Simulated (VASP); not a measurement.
Wanted: the native input for a VASP 6.6.1 run.

* Task: single point
* Functional: LDA
* Potentials or basis: VASP PAW LDA potentials, release 64 (Pb_d)
* Cutoff: 520 eV
* k mesh: 8 × 8 × 8
* Occupations: fermi-dirac, width 0.05 eV
* Spin: no spin polarisation
* Dipole correction: no
* Further INCAR settings: ALGO = Normal; EDIFF = 1e-06; NBANDS = 21

The structure of Pb lies in POSCAR:

```
Pb
1.0
    0.0000000000      3.4274982972      3.4274982972
    3.4274982972      0.0000000000      3.4274982972
    3.4274982972      3.4274982972      0.0000000000
Pb
2
Direct
    0.0000000000      0.0000000000      0.0000000000
    0.2500000000      0.2500000000      0.2500000000
```

This cell differs from its parent crystal: volume scaled by 0.99.

These files were run (other wordings do the same):

INCAR

```
SYSTEM = Pb
PREC = Accurate
ENCUT = 520
EDIFF = 1E-6
ISMEAR = -1
SIGMA = 0.05
LREAL = .FALSE.
LASPH = .TRUE.
NELM = 60
ALGO = Normal
ISIF = 2
LWAVE = .FALSE.
LCHARG = .FALSE.
GGA = CA
NBANDS = 21
```

KPOINTS

```
Automatic mesh
0
G
  8 8 8
  0 0 0
```

Potentials or basis: VASP PAW LDA potentials, release 64 (Pb_d).

The run is started by

```sh
$ cat potpaw_LDA.64/Pb_d/POTCAR > POTCAR
$ mpirun -np 1 vasp_std > vasp.out
```

It gave:

```
Pressure               : -0.4 GPa
Band gap on the k mesh : zero (band 14 reaches 4.55 eV, above the bottom of band 15 at 3.38 eV)
```

Caveat: spin-orbit coupling is left out, which moves the levels of the heavy elements.

It took 17 s on 1 thread of Intel(R) Xeon(R) 6975P-C (Granite Rapids), with other jobs on the host, peak memory 0.18 GiB.
